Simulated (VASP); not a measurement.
# N (P6_3/mmc) in VASP: notebook

The runs below take N through single point, relaxation of cell and atoms, with r2SCAN+D3(BJ).

Everything below comes from runs of VASP 6.6.1. Logs are shortened: lines on timing, memory, paths and dates and some standing lists are left out, and cuts for length are marked.

### Step 1. The cell of the first run

It takes space group P6_3/mmc (No. 194, hexagonal). Conventional cell: a = 3.655 Å, b = 3.655 Å, c = 7.695 Å, α = 90.00°, β = 90.00°, γ = 120.00°. Within 1.5 Å of N (site symmetry 3m) lie 1 N at 1.09 Å.

### Step 2. Single point, r2SCAN+D3(BJ)

POSCAR

```
N
1.0
    3.6549081756      0.0000000000      0.0000000000
   -1.8274540878      3.1652433285      0.0000000000
    0.0000000000      0.0000000000      7.6952347928
N
4
Direct
    0.3333333333      0.6666666667      0.3210485504
    0.3333333333      0.6666666667      0.1789514496
    0.6666666667      0.3333333333      0.8210485504
    0.6666666667      0.3333333333      0.6789514496
```

INCAR.step1

```
SYSTEM = N
PREC = Accurate
ENCUT = 660
ISMEAR = 0
SIGMA = 0.02
LREAL = .FALSE.
LASPH = .TRUE.
NELM = 120
NBANDS = 18
GGA = PE
ALGO = Normal
EDIFF = 1E-5
LWAVE = .TRUE.
LCHARG = .FALSE.
GGA_COMPAT = .FALSE.
```

INCAR.step2

```
SYSTEM = N
PREC = Accurate
ENCUT = 660
EDIFF = 1E-6
ISMEAR = 0
SIGMA = 0.02
LREAL = .FALSE.
LASPH = .TRUE.
NELM = 120
ALGO = Normal
ISIF = 2
LWAVE = .FALSE.
LCHARG = .TRUE.
METAGGA = R2SCAN
LMIXTAU = .TRUE.
IVDW = 12
VDW_S6 = 1.0
VDW_S8 = 0.78981345
VDW_A1 = 0.49484001
VDW_A2 = 5.73083694
LELF = .TRUE.
LVHAR = .TRUE.
NBANDS = 18
ISTART = 1
GGA_COMPAT = .FALSE.
```

KPOINTS

```
Automatic mesh
0
G
  6 6 4
  0 0 0
```

Potentials or basis: VASP PAW PBE potentials, release 64 (N).

Started as:

```
cat potpaw_PBE.64/N/POTCAR > POTCAR
cp INCAR.step1 INCAR
mpirun -np 1 vasp_std > vasp.out
cp INCAR.step2 INCAR
mpirun -np 1 vasp_std > vasp.out
```

OUTCAR:

```text
SYSTEM = N
   PREC = Accurate
   ENCUT = 660
   EDIFF = 1E-6
   ISMEAR = 0
   LREAL = .FALSE.
   LASPH = .TRUE.
   NELM = 120
   ISIF = 2
   METAGGA = R2SCAN
   IVDW = 12
   ISTART = 1
 IVDW          = 12

 ion  position               nearest neighbor table
   1  0.333  0.667  0.321-   2 1.09
   2  0.333  0.667  0.179-   1 1.09
   3  0.667  0.333  0.821-   4 1.09
   4  0.667  0.333  0.679-   3 1.09

  LATTYP: Found a hexagonal cell.
 ALAT       =     3.6549081756
 C/A-ratio  =     2.1054522913

  Lattice vectors:

 A1 = (   3.6549081756,   0.0000000000,   0.0000000000)
 A2 = (  -1.8274540878,   3.1652433285,   0.0000000000)
 A3 = (   0.0000000000,   0.0000000000,   7.6952347928)

Analysis of symmetry for initial positions (statically):
=====================================================================
 Subroutine PRICEL returns:
 Original cell was already a primitive cell.

 Routine SETGRP: Setting up the symmetry group for a
 hexagonal supercell.

 Subroutine GETGRP returns: Found 24 space group operations
 (whereof 12 operations were pure point group operations)
 out of a pool of 24 trial point group operations.

The static configuration has the point symmetry D_3d.
 The point group associated with its full space group is D_6h.

Analysis of symmetry for dynamics (positions and initial velocities):
=====================================================================
 Subroutine PRICEL returns:
 Original cell was already a primitive cell.

 Routine SETGRP: Setting up the symmetry group for a
 hexagonal supercell.

 Subroutine GETGRP returns: Found 24 space group operations
 (whereof 12 operations were pure point group operations)
 out of a pool of 24 trial point group operations.

The dynamic configuration has the point symmetry D_3d.
 The point group associated with its full space group is D_6h.

 Subroutine INISYM returns: Found 24 space group operations
 (whereof 12 operations are pure point group operations),
 and found     1 'primitive' translations

----------------------------------------------------------------------------------------

                                     Primitive cell

  volume of cell :      89.0237

  direct lattice vectors                    reciprocal lattice vectors
     3.654908176  0.000000000  0.000000000     0.273604685  0.157965739  0.000000000
    -1.827454088  3.165243328  0.000000000     0.000000000  0.315931477  0.000000000
     0.000000000  0.000000000  7.695234793     0.000000000  0.000000000  0.129950551

  length of vectors
     3.654908176  3.654908176  7.695234793     0.315931477  0.315931477  0.129950551

  position of ions in fractional coordinates (direct lattice)
     0.333333333  0.666666667  0.321048550
     0.333333333  0.666666667  0.178951450
     0.666666667  0.333333333  0.821048550
     0.666666667  0.333333333  0.678951450

  ion indices of the primitive-cell ions
   primitive index   ion index
                 1           1
                 2           2
                 3           3
                 4           4

----------------------------------------------------------------------------------------

 KPOINTS: Automatic mesh

Automatic generation of k-mesh.
 Grid dimensions read from file:
 generate k-points for:    6    6    4

 Generating k-lattice:

  Cartesian coordinates                     Fractional coordinates (reciprocal lattice)
     0.045600781  0.026327623  0.000000000     0.166666667  0.000000000  0.000000000
     0.000000000  0.052655246  0.000000000     0.000000000  0.166666667  0.000000000
     0.000000000  0.000000000  0.032487638     0.000000000  0.000000000  0.250000000

  Length of vectors
     0.052655246  0.052655246  0.032487638

  Shift w.r.t. Gamma in fractional coordinates (k-lattice)
     0.000000000  0.000000000  0.000000000

 Subroutine IBZKPT returns following result:
 ===========================================

 Found     21 irreducible k-points:

 Following reciprocal coordinates:
            Coordinates               Weight
  0.000000  0.000000  0.000000      1.000000
  0.166667 -0.000000  0.000000      6.000000
  0.333333  0.000000  0.000000      6.000000
  0.500000 -0.000000  0.000000      3.000000
  0.166667  0.166667  0.000000      6.000000
  0.333333  0.166667  0.000000     12.000000
[... 13 lines left out ...]
  0.333333  0.166667  0.500000     12.000000
  0.333333  0.333333  0.500000      2.000000
   k-points           NKPTS =     21   k-points in BZ     NKDIM =     21   number of bands    NBANDS=     18
   number of dos      NEDOS =    301   number of ions     NIONS =      4
   total plane-waves  NPLWV =  65536
   dimension x,y,z NGX =    32 NGY =   32 NGZ =   64
   dimension x,y,z NGXF=    64 NGYF=   64 NGZF=  128
   ions per type =               4
   NGX,Y,Z   is equivalent  to a cutoff of  14.56, 14.56, 13.83 a.u.
   NGXF,Y,Z  is equivalent  to a cutoff of  29.11, 29.11, 27.65 a.u.
 SYSTEM =  N
   PREC   = accura    normal or accurate (medium, high low for compatibility)
   ISTART =      1    job   : 0-new  1-cont  2-samecut
   ICHARG =      0    charge: 1-file 2-atom 10-const
   ISPIN  =      1    spin polarized calculation?
   LNONCOLLINEAR =      F non collinear calculations
   LSORBIT =      F    spin-orbit coupling
   LASPH  =      T    aspherical Exc in radial PAW
   ENCUT  =  660.0 eV  48.51 Ry    6.96 a.u.   7.66  7.66 16.12*2*pi/ulx,y,z
   NELM   =    120;   NELMIN=  2; NELMDL=  0     # of ELM steps
   EDIFF  = 0.1E-05   stopping-criterion for ELM
   LREAL  =      F    real-space projection
   EDIFFG = 0.1E-04   stopping-criterion for IOM
   NSW    =      0    number of steps for IOM
   IBRION =     -1    ionic relax: 0-MD 1-quasi-New 2-CG
   NFREE  =      0    steps in history (QN), initial steepest desc. (CG)
   ISIF   =      2    stress and relaxation
   ISYM   =      2    0-nonsym 1-usesym 2-fastsym
   POTIM  = 0.5000    time-step for ionic-motion
   TEBEG  =    0.0;   TEEND  =   0.0 temperature during run
   PSTRESS=    0.0 pullay stress
   NELECT =      20.0000    total number of electrons
   NUPDOWN=      -1.0000    fix difference up-down
   EMIN   =  10.00;   EMAX   =-10.00  energy-range for DOS
   EFERMI =   0.00;   METHOD = LEGACY
   ISMEAR =     0;   SIGMA  =   0.02  broadening in eV -4-tet -1-fermi 0-gaus
   EFERMI_NEDOS =   21; number of points for ismear=-14 and -15
   IALGO  =     38    algorithm
   IMIX   =      4    mixing-type and parameters
     AMIX     =   0.40;   BMIX     =  1.00
     AMIX_MAG =   1.60;   BMIX_MAG =  1.00
  volume/ion in A,a.u.               =      22.26       150.19
  Fermi-wavevector in a.u.,A,eV,Ry     =   0.995214  1.880681 13.475895  0.990450
  Thomas-Fermi vector in A             =   2.127218
   LORBIT       =      0    0 simple, 1 ext, 2 COOP (PROOUT), +10 PAW based schemes
   METAGGA = R2SCAN    functional components
   LHFCALC =     F    Hartree Fock is set to
   AEXX    =    0.0000 exact exchange contribution
   IVDW    =    12    specifies the selected vdW correction
   LEPSILON=     F    determine dielectric tensor
   LRPA    =     F    only Hartree local field effects (RPA)
 non-spin polarized calculation
 Gauss-broadening in eV      SIGMA  =   0.02
  energy-cutoff  :      660.00
  volume of cell :       89.02
 maximum number of plane-waves:      3464
 NGX is ok and might be reduce to    32
   NGX = 15   NGY = 15   NGZ = 33

 number of electron      19.9999995 magnetization

 Free energy of the ion-electron system (eV)
  ---------------------------------------------------
  ext. energy  EPLUGINS =         0.00000000
  ---------------------------------------------------
  free energy    TOTEN  =       -36.44541498 eV

  energy without entropy =      -36.44541498  energy(sigma->0) =      -36.44541498

 E-fermi :  -6.7292     XC(G=0):  -6.6462

 val. band max:       -6.9105702192   @ k =   0.1667   0.1667   0.0000
 cond. band min:       0.9033863900   @ k =   0.5000  -0.0000   0.0000
 fundamental gap:      7.8139566092
 Fermi energy:        -6.7292350893

 k-point     1 :       0.0000    0.0000    0.0000
  band No.  band energies     occupation
      1     -26.4969      2.00000
      2     -26.4798      2.00000
      3     -11.2129      2.00000
      4     -10.5308      2.00000
      5      -8.3273      2.00000
      6      -8.3273      2.00000
[... 10 lines left out ...]
     17       6.6003      0.00000
     18      10.5134      0.00000

 k-point     2 :       0.1667   -0.0000    0.0000
  band No.  band energies     occupation
      1     -26.4817      2.00000
      2     -26.4667      2.00000
      3     -11.1257      2.00000
      4     -10.5224      2.00000
      5      -8.5810      2.00000
      6      -8.5082      2.00000
[... 10 lines left out ...]
     17       7.2420      0.00000
     18      10.8153      0.00000

 k-point     3 :       0.3333    0.0000    0.0000
  band No.  band energies     occupation
      1     -26.4505      2.00000
      2     -26.4409      2.00000
      3     -10.9218      2.00000
      4     -10.5296      2.00000
      5      -8.9221      2.00000
      6      -8.8320      2.00000
[... 10 lines left out ...]
     17       8.6254      0.00000
     18       8.8660      0.00000

 k-point     4 :       0.5000   -0.0000    0.0000
  band No.  band energies     occupation
      1     -26.4340      2.00000
      2     -26.4287      2.00000
      3     -10.7808      2.00000
      4     -10.5695      2.00000
      5      -9.0577      2.00000
      6      -8.9812      2.00000
[... 312 lines left out ...]
      4     -10.7762      2.00000
      5      -8.7394      2.00000
      6      -8.7394      2.00000
[... 10 lines left out ...]
     17       9.5696      0.00000
     18       9.5696      0.00000

 k-point    20 :       0.3333    0.1667    0.5000
  band No.  band energies     occupation
      1     -26.4313      2.00000
      2     -26.4313      2.00000
      3     -10.6874      2.00000
      4     -10.6874      2.00000
      5      -8.9112      2.00000
      6      -8.9112      2.00000
[... 10 lines left out ...]
     17       8.4268      0.00000
     18       8.4268      0.00000

 k-point    21 :       0.3333    0.3333    0.5000
  band No.  band energies     occupation
      1     -26.4242      2.00000
      2     -26.4242      2.00000
      3     -10.6572      2.00000
      4     -10.6572      2.00000
      5      -8.7912      2.00000
      6      -8.7912      2.00000
[... 10 lines left out ...]
     17       7.9957      0.00000
     18       7.9957      0.00000

------------------------ aborting loop because EDIFF is reached ----------------------------------------

 Edisp (eV)   -0.11966

 E8    (eV) :    -0.0218

  FORCE on cell =-STRESS in cart. coord.  units (eV):
  Direction    XX          YY          ZZ          XY          YZ          ZX
  --------------------------------------------------------------------------------------
  -------------------------------------------------------------------------------------
  Total      -0.05212    -0.05212     4.51483     0.00000     0.00000    -0.00000
  in kB      -0.93795    -0.93795    81.25434     0.00000     0.00000    -0.00000
  external pressure =       26.46 kB  Pullay stress =        0.00 kB

 VOLUME and BASIS-vectors are now :
 -----------------------------------------------------------------------------
  energy-cutoff  :      660.00
  volume of cell :       89.02
      direct lattice vectors                 reciprocal lattice vectors
     3.654908176  0.000000000  0.000000000     0.273604685  0.157965739  0.000000000
    -1.827454088  3.165243328  0.000000000     0.000000000  0.315931477  0.000000000
     0.000000000  0.000000000  7.695234793     0.000000000  0.000000000  0.129950551

 POSITION                                       TOTAL-FORCE (eV/Angst)
 -----------------------------------------------------------------------------------
     -0.00000      2.11016      2.47054         0.000000      0.000000      2.117676
     -0.00000      2.11016      1.37707         0.000000      0.000000     -2.117676
      1.82745      1.05508      6.31816        -0.000000     -0.000000      2.117676
      1.82745      1.05508      5.22469        -0.000000     -0.000000     -2.117676
 -----------------------------------------------------------------------------------
    total drift:                               -0.000000      0.000000     -0.000000

  FREE ENERGIE OF THE ION-ELECTRON SYSTEM (eV)
  ---------------------------------------------------
  free  energy   TOTEN  =       -36.5650775710 eV

  energy  without entropy=      -36.5650775710  energy(sigma->0) =      -36.56507757
```

It took 2.9 min on 1 thread of Intel Xeon Platinum 8259CL at 2.50GHz (Skylake/Cascade Lake), shared host; peak memory 0.27 GiB.

What came out:

| Property | Result |
| --- | --- |
| Free energy | -36.5651 eV |
| Pressure | 2.6 GPa |
| Largest force | 2.118 eV/Å |
| Band gap on the k mesh | 7.81 eV (least direct gap 7.87 eV) |
| Dispersion energy per atom | -0.030 eV |

Forces in eV/Å, atoms in the order of the input:
```
N    0.000  0.000  2.118
N    0.000  0.000 -2.118
N    0.000  0.000  2.118
N    0.000  0.000 -2.118
```

Caveat: the standard files for N, O and F lose accuracy on very short bonds; the stress differs along the axes, from -0 to 8 GPa; the PAW data sets were made with another functional, which shifts forces and pressure a little.

### Step 3. Relaxation of cell and atoms, r2SCAN+D3(BJ)

This run uses another cell than the first one, of 23.45 Å³/atom.

POSCAR

```
N
1.0
    3.8093295917      0.0000000000      0.0000000000
   -1.9046647959      3.2989761978      0.0000000000
    0.0000000000      0.0000000000      7.4655911978
N
4
Direct
    0.3333333333      0.6666666667      0.3238121618
    0.3333333333      0.6666666667      0.1761878382
    0.6666666667      0.3333333333      0.8238121618
    0.6666666667      0.3333333333      0.6761878382
```

INCAR.step1

```
  PREC = Accurate
  ENCUT = 660
  ISMEAR = 0
  SIGMA = 0.02
  LREAL = F
  LASPH = T
  NELM = 120
  GGA = PE
  ALGO = Normal
  EDIFF = 1E-5
  LWAVE = T
  LCHARG = F
  GGA_COMPAT = F
  IBRION = 2
  ISIF = 3
  EDIFFG = -0.005
  NELMIN = 4
  NSW = 100
```

INCAR.step2

```
  PREC = Accurate
  ENCUT = 660
  EDIFF = 1E-7
  ISMEAR = 0
  SIGMA = 0.02
  LREAL = F
  LASPH = T
  NELM = 120
  ALGO = Normal
  ISIF = 3
  LWAVE = F
  LCHARG = F
  METAGGA = R2SCAN
  LMIXTAU = T
  IVDW = 12
  VDW_S6 = 1.0
  VDW_S8 = 0.78981345
  VDW_A1 = 0.49484001
  VDW_A2 = 5.73083694
  IBRION = 2
  NSW = 70
  EDIFFG = -0.02
  ISTART = 1
  GGA_COMPAT = F
  NELMIN = 4
```

KPOINTS

```
regular mesh
0
Gamma
  6 6 4
```

Potentials or basis: VASP PAW PBE potentials, release 64 (N).

Started as:

```
cat potpaw_PBE.64/N/POTCAR > POTCAR
cp INCAR.step1 INCAR
mpirun -np 1 vasp_std > vasp.out
cp INCAR.step2 INCAR
mpirun -np 1 vasp_std > vasp.out
```

Run time: 32 min. Hardware: 1 thread of Intel Xeon Platinum 8259CL at 2.50GHz (Skylake/Cascade Lake), shared host; peak memory 0.27 GiB.

The run converged. Its results:

```yaml
Free_energy: -36.5923 eV
Relaxed_volume: 22.02 Å³/atom
Relaxed_cell: a = 3.709 Å, b = 3.709 Å, c = 7.393 Å, α = 90.00°, β = 90.00°, γ = 120.00°
Space_group_after_relaxing_to_0.1_Å: P6_3/mmc (No. 194)
Energy_gained_by_relaxing: 1.9 meV/atom
Ionic_steps: 10
Pressure_after_relaxing: 0.0 GPa
Band_gap_on_the_k_mesh: 7.58 eV (least direct gap 7.69 eV)
Dispersion_energy_per_atom: -0.030 eV
```

Forces in eV/Å, atoms in the order of the input:
```
N    0.000  0.000  0.002
N    0.000  0.000 -0.002
N    0.000  0.000  0.002
N    0.000  0.000 -0.002
```

Stress tensor (GPa, compression positive):
```
-0.10  0.00  0.00
 0.00 -0.10  0.00
 0.00  0.00  0.05
```

Step by step:
```
step  energy change (eV)  largest force (eV/Å)  pressure (GPa)  volume (Å³)
   1              0.0000                0.6521            0.64        93.82
   2              0.7962                9.2530          -12.48        95.08
   3             -0.0024                0.1502           -0.37        93.88
   4             -0.0026                0.0277           -0.21        93.87
   5             -0.0026                0.0028           -0.17        93.87
   6             -0.0026                0.0125           -0.16        93.87
   7             -0.0029                0.0115           -0.16        93.60
   8             -0.0038                0.0089           -0.15        92.79
   9             -0.0055                0.0049           -0.12        91.20
  10             -0.0077                0.0022           -0.05        88.06
```

Final structure:
```
N
1.0
     3.70875    0.00000    0.00000
    -1.85438    3.21187    0.00000
     0.00000    0.00000    7.39261
N
4
Direct
  0.33333 0.66667 0.32481
  0.33333 0.66667 0.17519
  0.66667 0.33333 0.82481
  0.66667 0.33333 0.67519
```

Levels at points of the mesh, in eV from the valence-band top:
```
           k point  band 7  band 8  band 9  band 10  band 11  band 12  band 13  band 14
(0.00, 0.00, 0.00)   -1.37   -1.37   -1.22     0.00     8.78     8.78     9.12     9.12
(0.50, 0.00, 0.00)   -1.61   -1.48   -0.49    -0.11     7.58     8.29     8.41     9.11
(0.00, 0.00, 0.50)   -1.41   -1.41   -0.55    -0.55     8.95     8.95     8.95     8.95
(0.50, 0.00, 0.50)   -1.55   -1.55   -0.34    -0.34     7.95     7.95     8.75     8.75
```

Caveat: the standard files for N, O and F lose accuracy on very short bonds; the PAW data sets were made with another functional, which shifts forces and pressure a little. A k mesh can miss the band edges.
